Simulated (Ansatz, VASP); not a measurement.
This is a calculation of SnO2 for Ansatz 0.2.0.

File input.yaml:

```yaml
crystal:
  lattice:
    - [0.0, 2.57415, 2.57415]
    - [2.57415, 0.0, 2.57415]
    - [2.57415, 2.57415, 0.0]
  atoms:
    - { symbol: Sn, position: [0.0, 0.0, 0.0] }
    - { symbol: O, position: [0.75, 0.75, 0.75] }
    - { symbol: O, position: [0.25, 0.25, 0.25] }
hamiltonian:
  xc: pbesol
  pseudopotentials: { kind: paw }
kpoints:
  mp_grid: { grid: [9, 9, 9] }
scf:
  occupations: { method: fermi_dirac, width: 0.05 }
output:
  forces: true
  stress: true
  eigenvalues: true
relax:
  f_tol: 0.01
  max_steps: 40
  cell: { stress_tol: 0.05 }
```

Potentials or basis: Ansatz PAW.

Run with:

```sh
$ ansatz run input.yaml --threads 2 --pin off --max-ram 5632MiB --backend cpu --events-out ev --progress --plain --runs-dir out
```

Problem. Translate it to VASP 6.6.1. Potentials there: VASP PAW PBE potentials, release 64 (Sn_d, O).

Solution. As run (the cutoff follows the program's own potentials):

The input INCAR:

```
SYSTEM = SnO2
ALGO = Normal
EDIFF = 1E-7
EDIFFG = -0.01
ENCUT = 600
GGA = PS
IBRION = 2
ISIF = 3
ISMEAR = -1
LASPH = .True.
LCHARG = .False.
LREAL = .False.
LWAVE = .False.
NELM = 60
NSW = 60
PREC = Accurate
SIGMA = 0.05
```

File KPOINTS:

```
k-points
0
Gamma
  9 9 9
  0 0 0
```

File POSCAR:

```
SnO2
1.0
    0.0000000000      2.5741500000      2.5741500000
    2.5741500000      0.0000000000      2.5741500000
    2.5741500000      2.5741500000      0.0000000000
Sn O
1 2
Direct
    0.0000000000      0.0000000000      0.0000000000
    0.7500000000      0.7500000000      0.7500000000
    0.2500000000      0.2500000000      0.2500000000
```

Potentials or basis: VASP PAW PBE potentials, release 64 (Sn_d, O).

Run with:

```console
$ cat potpaw_PBE.64/Sn_d/POTCAR potpaw_PBE.64/O/POTCAR > POTCAR
$ mpirun -np 1 vasp_std > vasp.out
```

Both were run:

|  | VASP | Ansatz | Ansatz less VASP |
| --- | --- | --- | --- |
| relaxed volume (Å³/atom) | 10.98 | 10.96 | -0.025 |
| relaxed cell length with the largest relative difference (Å) | 3.598 | 3.596 | -0.0027 |

VASP's potentials were made for PBE, not for PBEsol.

Noted on Ansatz's run: Pulay correction over one GPa; the plane-wave basis is chosen anew once the cell has moved, so the energies of steps on either side of that aren't comparable.
